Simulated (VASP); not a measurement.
Crystal: NiO.

```
Ni O
1.0
     2.91310    0.00000    0.00000
    -1.45655    2.52282    0.00000
     0.00000    0.00000    5.05522
Ni O
2 2
Direct
  0.00000 0.00000 0.00000
  0.00000 0.00000 0.50000
  0.33333 0.66667 0.25000
  0.66667 0.33333 0.75000
```

Base run:

```yaml
Program: VASP 6.6.1
Functional: PBEsol
Potentials_or_basis: VASP PAW PBE potentials, release 64 (Ni, O)
Cutoff: 520 eV
k_mesh: 12 × 12 × 8
Occupations: gaussian, width 0.05 eV
Spin: collinear spin, antiferromagnetic start
Starting_moments: "[1.46, -1.46, 0.0, 0.0] μB"
```

Its results: band gap on the k mesh 0.52 eV, indirect (least direct gap 0.62 eV); pressure -10.4 GPa; net moment 0.00 μB per cell; site moments Ni +1.25, -1.25; O +0.00 μB.

**Question.** The run is repeated on the same cell with these changes: functional from PBEsol to PBE. What comes out?

**Answer.** Band gap on the k mesh 0.75 eV, indirect (least direct gap 0.84 eV); pressure -0.4 GPa; net moment 0.00 μB per cell; site moments Ni +1.31, -1.31; O +0.00 μB.

PBE binds less tightly than PBEsol, so the same cell stands under more pressure.

Caveats: the PAW data sets were made with another functional, which shifts forces and pressure a little (some runs).

A k mesh can miss the band edges.
